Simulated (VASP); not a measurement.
# Ta (Pm-3m) in VASP: a series of runs

Ta is run at these levels: PBEsol; tasks: single point, relaxation of cell and atoms.

Everything below comes from runs of VASP 6.6.1. Logs are shortened: lines on timing, memory, paths and dates and some standing lists are left out, and cuts for length are marked.

## Step 1: The cell of the first run

It takes space group Pm-3m (No. 221, cubic). The conventional cell has a = 2.712 Å, b = 2.712 Å, c = 2.712 Å, α = 90.00°, β = 90.00°, γ = 90.00°. Within 3.6 Å of Ta (site symmetry m-3m) lie 6 Ta at 2.71 Å.

## Step 2: Single point, PBEsol

Contents of INCAR:

```
SYSTEM = Ta
  ALGO = Normal
  EDIFF = 1E-6
  ENCUT = 520
  GGA = PS
  ISIF = 2
  ISMEAR = -1
  LASPH = .TRUE.
  LCHARG = .FALSE.
  LREAL = .FALSE.
  LWAVE = .FALSE.
  NBANDS = 12
  NELM = 80
  PREC = Accurate
  SIGMA = 0.05
```

Contents of KPOINTS:

```
k-points
0
G
  15 15 15
  0 0 0
```

Contents of POSCAR:

```
Ta
1.0
    2.7119974344      0.0000000000      0.0000000000
    0.0000000000      2.7119974344      0.0000000000
    0.0000000000      0.0000000000      2.7119974344
Ta
1
Direct
    0.0000000000      0.0000000000      0.0000000000
```

Potentials or basis: VASP PAW PBE potentials, release 64 (Ta_pv).

Run with:

```bash
> cat potpaw_PBE.64/Ta_pv/POTCAR > POTCAR
> mpirun -np 1 vasp_std > vasp.out
```

OUTCAR:

```text
SYSTEM = Ta
   EDIFF = 1E-6
   ENCUT = 520
   GGA = PS
   ISIF = 2
   ISMEAR = -1
   LASPH = .TRUE.
   LREAL = .FALSE.
   NELM = 80
   PREC = Accurate

 ion  position               nearest neighbor table
   1  0.000  0.000  0.000-

  LATTYP: Found a simple cubic cell.
 ALAT       =     2.7119974344

  Lattice vectors:

 A1 = (   2.7119974344,   0.0000000000,   0.0000000000)
 A2 = (   0.0000000000,   2.7119974344,   0.0000000000)
 A3 = (   0.0000000000,   0.0000000000,   2.7119974344)

Analysis of symmetry for initial positions (statically):
=====================================================================
 Subroutine PRICEL returns:
 Original cell was already a primitive cell.

 Routine SETGRP: Setting up the symmetry group for a
 simple cubic supercell.

 Subroutine GETGRP returns: Found 48 space group operations
 (whereof 48 operations were pure point group operations)
 out of a pool of 48 trial point group operations.

The static configuration has the point symmetry O_h .

Analysis of symmetry for dynamics (positions and initial velocities):
=====================================================================
 Subroutine PRICEL returns:
 Original cell was already a primitive cell.

 Routine SETGRP: Setting up the symmetry group for a
 simple cubic supercell.

 Subroutine GETGRP returns: Found 48 space group operations
 (whereof 48 operations were pure point group operations)
 out of a pool of 48 trial point group operations.

The dynamic configuration has the point symmetry O_h .

 Subroutine INISYM returns: Found 48 space group operations
 (whereof 48 operations are pure point group operations),
 and found     1 'primitive' translations

----------------------------------------------------------------------------------------

                                     Primitive cell

  volume of cell :      19.9466

  direct lattice vectors                    reciprocal lattice vectors
     2.711997434  0.000000000  0.000000000     0.368731912  0.000000000  0.000000000
     0.000000000  2.711997434  0.000000000     0.000000000  0.368731912  0.000000000
     0.000000000  0.000000000  2.711997434     0.000000000  0.000000000  0.368731912

  length of vectors
     2.711997434  2.711997434  2.711997434     0.368731912  0.368731912  0.368731912

  position of ions in fractional coordinates (direct lattice)
     0.000000000  0.000000000  0.000000000

  ion indices of the primitive-cell ions
   primitive index   ion index
[... 73 lines left out ...]
   EDIFF  = 0.1E-05   stopping-criterion for ELM
   LREAL  =      F    real-space projection
   EDIFFG = 0.1E-04   stopping-criterion for IOM
   NSW    =      0    number of steps for IOM
   IBRION =     -1    ionic relax: 0-MD 1-quasi-New 2-CG
   NFREE  =      0    steps in history (QN), initial steepest desc. (CG)
   ISIF   =      2    stress and relaxation
   ISYM   =      2    0-nonsym 1-usesym 2-fastsym
   POTIM  = 0.5000    time-step for ionic-motion
   TEBEG  =    0.0;   TEEND  =   0.0 temperature during run
   PSTRESS=    0.0 pullay stress
   NELECT =      11.0000    total number of electrons
   NUPDOWN=      -1.0000    fix difference up-down
   EMIN   =  10.00;   EMAX   =-10.00  energy-range for DOS
   EFERMI =   0.00;   METHOD = LEGACY
   ISMEAR =    -1;   SIGMA  =   0.05  broadening in eV -4-tet -1-fermi 0-gaus
   EFERMI_NEDOS =   21; number of points for ismear=-14 and -15
   IALGO  =     38    algorithm
   IMIX   =      4    mixing-type and parameters
     AMIX     =   0.40;   BMIX     =  1.00
     AMIX_MAG =   1.60;   BMIX_MAG =  1.00
  volume/ion in A,a.u.               =      19.95       134.61
  Fermi-wavevector in a.u.,A,eV,Ry     =   1.342507  2.536970 24.522109  1.802324
  Thomas-Fermi vector in A             =   2.470655
   LORBIT       =      0    0 simple, 1 ext, 2 COOP (PROOUT), +10 PAW based schemes
   GGA     = PS    functional components
   LHFCALC =     F    Hartree Fock is set to
   AEXX    =    0.0000 exact exchange contribution
   IVDW    =     0    specifies the selected vdW correction
   LEPSILON=     F    determine dielectric tensor
   LRPA    =     F    only Hartree local field effects (RPA)
 non-spin polarized calculation
  energy-cutoff  :      520.00
  volume of cell :       19.95
 maximum number of plane-waves:       552
   NGX = 11   NGY = 11   NGZ = 11

 number of electron      11.0000004 magnetization

 Free energy of the ion-electron system (eV)
  ---------------------------------------------------
  ext. energy  EPLUGINS =         0.00000000
  ---------------------------------------------------
  free energy    TOTEN  =       -11.38839214 eV

  energy without entropy =      -11.37513559  energy(sigma->0) =      -11.38176387

 E-fermi :   4.5180     XC(G=0): -12.0989

 val. band max:        4.5164657703   @ k =   0.2667   0.2000   0.1333
 cond. band min:       4.5230454909   @ k =   0.4667   0.2667   0.2000
 fundamental gap:      0.0065797205
 Fermi energy:         4.5179719860

 k-point     1 :       0.0000    0.0000    0.0000
  band No.  band energies     occupation
      1     -28.7184      2.00000
      2     -28.7184      2.00000
      3     -28.7184      2.00000
      4      -2.8418      2.00000
      5       1.8456      2.00000
      6       1.8456      2.00000
      7      10.9095      0.00000
      8      10.9095      0.00000
      9      10.9095      0.00000
     10      18.9612      0.00000
     11      19.3509      0.00000
     12      19.3509      0.00000
[... 331 lines left out ...]
 k-point    24 :       0.3333    0.2000    0.0000
  band No.  band energies     occupation
      1     -29.6621      2.00000
      2     -29.0881      2.00000
      3     -28.5894      2.00000
      4       0.6256      2.00000
      5       3.1155      2.00000
      6       4.5763      0.47504
      7       7.1159      0.00000
      8       7.9680      0.00000
      9       9.6995      0.00000
     10      15.2871      0.00000
     11      18.9271      0.00000
     12      19.3623      0.00000

 [... further k-points ...]
[... 5 lines left out ...]
  --------------------------------------------------------------------------------------
  -------------------------------------------------------------------------------------
  Total        0.0231162      0.0231162      0.0231162      0.0000000      0.0000000      0.0000000
  in kB        1.8567765      1.8567765      1.8567765      0.0000000      0.0000000      0.0000000
  external PRESSURE =       1.8567765 kB  Pullay stress =       0.0000000 kB

 VOLUME and BASIS-vectors are now :
 -----------------------------------------------------------------------------
  energy-cutoff  :      520.00
  volume of cell :       19.95
      direct lattice vectors                 reciprocal lattice vectors
     2.711997434  0.000000000  0.000000000     0.368731912  0.000000000  0.000000000
     0.000000000  2.711997434  0.000000000     0.000000000  0.368731912  0.000000000
     0.000000000  0.000000000  2.711997434     0.000000000  0.000000000  0.368731912

 POSITION                                       TOTAL-FORCE (eV/Angst)
 -----------------------------------------------------------------------------------
      0.00000      0.00000      0.00000         0.000000      0.000000      0.000000
 -----------------------------------------------------------------------------------
    total drift:                               -0.000000      0.000000      0.000000

  FREE ENERGIE OF THE ION-ELECTRON SYSTEM (eV)
  ---------------------------------------------------
  free  energy   TOTEN  =       -11.3883921365 eV

  energy  without entropy=      -11.3751355941  energy(sigma->0) =      -11.38176387
```

OSZICAR:

```text
N       E                     dE             d eps       ncg     rms          rms(c)
DAV:   1     0.632904429193E+02    0.63290E+02   -0.61466E+03  2888   0.861E+02
DAV:   2    -0.106460519492E+02   -0.73936E+02   -0.71709E+02  3208   0.242E+02
DAV:   3    -0.117617983558E+02   -0.11157E+01   -0.11073E+01  3448   0.282E+01
DAV:   4    -0.117653474243E+02   -0.35491E-02   -0.35484E-02  3256   0.178E+00
DAV:   5    -0.117653605489E+02   -0.13125E-04   -0.13124E-04  3488   0.105E-01    0.124E+01
DAV:   6    -0.114700387831E+02    0.29532E+00   -0.28476E-01  3516   0.499E+00    0.612E+00
DAV:   7    -0.113906350338E+02    0.79404E-01   -0.22042E-01  3392   0.411E+00    0.524E-01
DAV:   8    -0.113885179435E+02    0.21171E-02   -0.75680E-03  3148   0.810E-01    0.129E-01
DAV:   9    -0.113883941503E+02    0.12379E-03   -0.31395E-04  3444   0.179E-01    0.244E-02
DAV:  10    -0.113883923764E+02    0.17739E-05   -0.75507E-06  3240   0.264E-02    0.558E-03
DAV:  11    -0.113883921365E+02    0.23993E-06   -0.32598E-07  1768   0.572E-03
   1 F= -.11388392E+02 E0= -.11381764E+02  d E =-.132565E-01
```

stdout:

```text
POSCAR found type information on POSCAR Ta
 POSCAR found :  1 types and       1 ions
 scaLAPACK will be used
 -----------------------------------------------------------------------------
|                                                                             |
|                                                                             |
|     You enforced a specific xc type in the INCAR file but a different       |
|     I HOPE YOU KNOW WHAT YOU ARE DOING!                                     |
|                                                                             |
 -----------------------------------------------------------------------------

 LDA part: xc-table for (Slater+PW92), standard interpolation
 POSCAR, INCAR and KPOINTS ok, starting setup
 FFT: planning ... GRIDC
 FFT: planning ... GRID_SOFT
 FFT: planning ... GRID
 WAVECAR not read
 entering main loop
```

Run time: 32 s. Hardware: 1 thread of Intel Xeon 8259CL, shared host; peak memory 0.14 GiB.

Results:

```yaml
Free_energy: -11.3884 eV
Pressure: 0.2 GPa
```

Caveat: the PAW data sets were made with another functional, which shifts forces and pressure a little; spin-orbit coupling is left out, which moves the levels of the heavy elements.

[end of part 1 of 2]
